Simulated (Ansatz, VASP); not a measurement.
Given: the input of a run of VASP 6.6.1 on BaTe.

Contents of INCAR:

```
PREC = Accurate
ENCUT = 520
EDIFF = 1E-6
ISMEAR = -1
SIGMA = 0.05
LREAL = False
LASPH = True
NELM = 60
ALGO = Normal
ISIF = 2
LWAVE = False
LCHARG = False
GGA = CA
NBANDS = 15
```

Contents of KPOINTS:

```
regular mesh
0
Gamma
  7 7 7
```

File POSCAR:

```
BaTe
1.0
    0.0000000000      3.4548735670      3.4548735670
    3.4548735670      0.0000000000      3.4548735670
    3.4548735670      3.4548735670      0.0000000000
Ba Te
1 1
Direct
    0.0000000000      0.0000000000      0.0000000000
    0.5000000000      0.5000000000      0.5000000000
```

Potentials or basis: VASP PAW LDA potentials, release 64 (Ba_sv, Te).

Launch:

```bash
$ cat potpaw_LDA.64/Ba_sv/POTCAR potpaw_LDA.64/Te/POTCAR > POTCAR
$ mpirun -np 1 vasp_std > vasp.out
```

Task: Translate it to Ansatz 0.2.0. Potentials there: all-electron LAPW, scalar-relativistic.

Result: As run (the cutoff follows the program's own potentials):

Contents of input.yaml:

```yaml
crystal:
  lattice:
    - [0.0, 3.454873567, 3.454873567]
    - [3.454873567, 0.0, 3.454873567]
    - [3.454873567, 3.454873567, 0.0]
  atoms:
    - { symbol: Ba, position: [0.0, 0.0, 0.0] }
    - { symbol: Te, position: [0.5, 0.5, 0.5] }
kpoints:
  mp_grid: { grid: [7, 7, 7] }
scf:
  occupations: { method: fermi_dirac, width: 0.05 }
hamiltonian:
  xc: lda
  pseudopotentials: { kind: all_electron, lapw: { basis_error: 0.001 } }
output:
  forces: true
  stress: true
  eigenvalues: true
```

Potentials or basis: all-electron LAPW, scalar-relativistic.

Command:

```bash
$ ansatz run input.yaml --threads 1 --pin off --max-ram 3072MiB --backend cpu --events-out ev --progress --plain --runs-dir out
```

Both were run:

|  | VASP | Ansatz | Ansatz less VASP |
| --- | --- | --- | --- |
| gap on the k mesh at the Fermi level (eV) | 1.35 | 1.45 | +0.097 |
| least direct gap on the mesh (eV) | 1.74 | 1.80 | +0.064 |
| pressure (GPa) | -0.2 | -0.6 | -0.42 |

LDA's correlation is that of Perdew and Zunger in VASP and of Perdew and Wang (1992) in Ansatz. Ansatz ran all-electron here, and VASP with PAW potentials.

Spin-orbit coupling is off throughout.
